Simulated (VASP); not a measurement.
Runs of VASP 6.6.1 on KF. The structure is that of space group Fm-3m (No. 225), or close to it. The cells are those of the table. 

```csv
task,level,potentials or basis,cell,k mesh,cutoff (eV),smearing,tolerance level,purpose,route,dipole correction,gap on the mesh (eV),pressure (GPa)
band structure,TB-mBJ,"VASP PAW PBE potentials, release 64 (K_sv, F)","a = 3.779 Å, angles 60.0°, 2 atoms",11 × 11 × 11,640,gaussian 0.03 eV,standard,bands,KPOINTS_OPT,-,10.19,-
single point,LDA,"VASP PAW LDA potentials, release 64 (K_sv, F)","a = 3.727 Å, angles 60.0°, 2 atoms",9 × 9 × 9,520,fermi-dirac 0.05 eV,-,-,-,no,(a),-2.2
single point,LDA,"VASP PAW LDA potentials, release 64 (K_sv, F)","a = 3.853 Å, angles 60.0°, 2 atoms",9 × 9 × 9,520,fermi-dirac 0.05 eV,-,-,-,no,5.51,-4.7
single point,PBE-based screened hybrid with 50 % exact exchange,"VASP PAW PBE potentials, release 64 (K_sv, F)","a = 3.779 Å, angles 60.0°, 2 atoms",5 × 5 × 5,520,fermi-dirac 0.05 eV,-,-,-,no,(b),-0.3
```

Alike in all rows: no spin polarisation.

Question: Estimate the missing entries.

Answer: (a) 6.00; (b) 10.23.

Caveats: an odd mesh through Γ misses points on the zone boundary, where band edges can lie (at least some runs); the cell stands under tension (at least some runs); the PAW data sets were made with another functional, which shifts forces and pressure a little (at least some runs).
